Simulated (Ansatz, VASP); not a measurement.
# Si4C5 in VASP and in Ansatz

The input INCAR:

```
SYSTEM = Si4C5
PREC = Accurate
ENCUT = 520
EDIFF = 1E-6
ISMEAR = 0
SIGMA = 0.05
LREAL = .FALSE.
LASPH = .TRUE.
NELM = 150
ALGO = Normal
ISIF = 2
LWAVE = .FALSE.
LCHARG = .FALSE.
ISPIN = 2
MAGMOM = 0 0 0 0 2 0 0 0 0
LORBIT = 11
LDIPOL = .TRUE.
IDIPOL = 3
DIPOL = 0.5 0.5 0.347
GGA = PE
NBANDS = 32
LUSENCCL = .FALSE.
```

File KPOINTS:

```
regular mesh
0
G
  9 9 1
  0 0 0
```

File POSCAR:

```
Si4C5
1.0
    3.0920147208      0.0000000000      0.0000000000
   -1.5460073604      2.6777632971      0.0000000000
    0.0000000000      0.0000000000     25.2337106667
C Si
5 4
Direct
    0.3333333333      0.6666666667      0.1585181051
    0.6666666667      0.3333333333      0.2590546646
    0.3333333333      0.6666666667      0.3607902149
    0.6666666667      0.3333333333      0.4623551549
    0.5555555556      0.4444444444      0.5462419241
    0.6666666667      0.3333333333      0.1834768895
    0.3333333333      0.6666666667      0.2840134490
    0.6666666667      0.3333333333      0.3842867907
    0.3333333333      0.6666666667      0.4848161584
```

Input for Ansatz:

```yaml
crystal:
  lattice:
    - [3.0920147208, 0.0, 0.0]
    - [-1.5460073604, 2.6777632971, 0.0]
    - [0.0, 0.0, 25.2337106667]
  atoms:
    - { symbol: C, position: [0.3333333333, 0.6666666667, 0.1585181051] }
    - { symbol: Si, position: [0.6666666667, 0.3333333333, 0.1834768895] }
    - { symbol: C, position: [0.6666666667, 0.3333333333, 0.2590546646] }
    - { symbol: Si, position: [0.3333333333, 0.6666666667, 0.284013449] }
    - { symbol: C, position: [0.3333333333, 0.6666666667, 0.3607902149] }
    - { symbol: Si, position: [0.6666666667, 0.3333333333, 0.3842867907] }
    - { symbol: C, position: [0.6666666667, 0.3333333333, 0.4623551549] }
    - { symbol: Si, position: [0.3333333333, 0.6666666667, 0.4848161584] }
    - { symbol: C, position: [0.5555555556, 0.4444444444, 0.5462419241], spin: 2.0 }
basis:
  ecutwfc: 420
kpoints:
  mp_grid: { grid: [9, 9, 1] }
hamiltonian:
  xc: pbe
  pseudopotentials: { kind: paw, azcp: { folder: soft_1 } }
scf:
  occupations: { method: gaussian, width: 0.05 }
output:
  forces: true
  eigenvalues: true
  populations: true
magnetization:
  spin_polarized: true
efield:
  axis: 3
  dipole_correction: true
  ramp_width: 0.04
```

Alike in both runs: task single point; functional PBE; k mesh 9 × 9 × 1; occupations gaussian, width 0.05 eV; collinear spin.

|  | VASP | Ansatz |
| --- | --- | --- |
| version | VASP 6.6.1 | Ansatz 0.2.0 |
| potentials or method | VASP PAW PBE potentials, release 64 (C, Si), cutoff 520 eV | scalar-relativistic, plane waves, PAW |
| valence electrons in the cell | 36 | 36 |

Ansatz gave:

```
gap on the k mesh at the Fermi level (eV)                     : none
rms of the force components (eV/Å)                            : 1.019
net moment per atom (μB)                                      : 0.12
size of the moment on the site where the two differ most (μB) : 0.40
```

Estimate VASP's values.

gap on the k mesh at the Fermi level (eV): none; rms of the force components (eV/Å): 0.964; net moment per atom (μB): 0.01; size of the moment on the site where the two differ most (μB): 0.00.

The net moments are unlike, so the other rows may belong to different states. Site moments also hang on the region over which each program counts them. A gap of «none» marks a metal or a gap that the smearing closes. Ansatz's warnings: vacuum below fermi.
